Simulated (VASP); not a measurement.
A run of VASP 6.6.1 is set up as follows.

INCAR

```
ALGO = Normal
EDIFF = 1E-8
ENCUT = 520
GGA = CA
ISIF = 2
ISMEAR = -1
LASPH = True
LCHARG = False
LEFG = True
LREAL = False
LWAVE = False
NBANDS = 11
NELM = 100
PREC = Accurate
SIGMA = 0.01
```

Contents of KPOINTS:

```
k-points
0
Gamma
  8 8 8
```

Contents of POSCAR:

```
MgS
1.0
    0.0000000000      2.6102934190      2.6102934190
    2.6102934190      0.0000000000      2.6102934190
    2.6102934190      2.6102934190      0.0000000000
Mg S
1 1
Direct
    0.0000000000      0.0000000000      0.0000000000
    0.5000000000      0.5000000000      0.5000000000
```

Potentials or basis: VASP PAW LDA potentials, release 64 (Mg, S).

Run with:

```bash
$ cat potpaw_LDA.64/Mg/POTCAR potpaw_LDA.64/S/POTCAR > POTCAR
$ mpirun -np 1 vasp_std > vasp.out
```

Problem. Predict the band gap on the k mesh.

Solution. 2.54 eV, indirect (least direct gap 3.41 eV).

Problem. What does it give for the pressure?

Solution. -4.5 GPa.

Caveat: without QUAD_EFG the Cq values of the log hold for a quadrupole moment of 1 mb, not for the nuclei. A k mesh can miss the band edges.
